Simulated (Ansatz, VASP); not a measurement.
## In: VASP beside Ansatz

INCAR

```
PREC = Accurate ; ENCUT = 520
EDIFF = 1E-8 ; ISMEAR = -1
SIGMA = 0.05 ; LREAL = F
LASPH = T ; NELM = 60
ALGO = Normal ; ISIF = 2
LWAVE = F ; LCHARG = F
LEFG = T ; NBANDS = 12
```

KPOINTS

```
Automatic mesh
0
Gamma
  14 14 14
```

Contents of POSCAR:

```
In
1.0
   -1.6261500000      1.6261500000      2.4739500000
    1.6261500000     -1.6261500000      2.4739500000
    1.6261500000      1.6261500000     -2.4739500000
In
1
Direct
    0.0000000000      0.0000000000      0.0000000000
```

Input for Ansatz:

```yaml
crystal:
  lattice:
    - [-1.62615, 1.62615, 2.47395]
    - [1.62615, -1.62615, 2.47395]
    - [1.62615, 1.62615, -2.47395]
  atoms:
    - { symbol: In, position: [0.0, 0.0, 0.0] }
kpoints:
  mp_grid: { grid: [14, 14, 14] }
  band_path:
    path:
      - [0.0, 0.0, 0.0]
      - [0.0, 0.0, 0.5]
      - [0.25, 0.25, 0.25]
      - [0.0, 0.5, 0.0]
      - [0.0, 0.0, 0.0]
      - [0.5, 0.5, -0.5]
      - [0.3580138334, 0.6419861666, -0.3580138334]
      - [-0.3580138334, 0.3580138334, 0.3580138334]
      - [0.0, 0.0, 0.0]
    npoints: 8
scf:
  occupations: { method: fermi_dirac, width: 0.05 }
hamiltonian:
  xc: lda
  pseudopotentials: { kind: all_electron, datasets: crystal }
output:
  forces: true
  stress: true
  eigenvalues: true
  efg: { contact_densities: true }
```

Alike in both runs: task electric field gradients; functional LDA; k mesh 14 × 14 × 14; occupations fermi-dirac, width 0.05 eV; no spin polarisation.

```csv
,VASP,Ansatz
version,VASP 6.6.1,Ansatz 0.2.0
potentials or method,"VASP PAW LDA potentials, release 64 (In_d), cutoff 520 eV","all-electron PAW with datasets made for the crystal, scalar-relativistic"
```

```tsv
	VASP	Ansatz	Ansatz less VASP
pressure (GPa)	-2.7	-2.7	+0.01
traceless stress, the component that is largest in VASP (GPa)	0.29	0.28	-0.006
size of Vzz on the site where it differs most (V/Å²)	22.0	21.9	-0.06
```

LDA's correlation is that of Perdew and Zunger in VASP and of Perdew and Wang (1992) in Ansatz. Ansatz ran all-electron here, and VASP with PAW potentials.
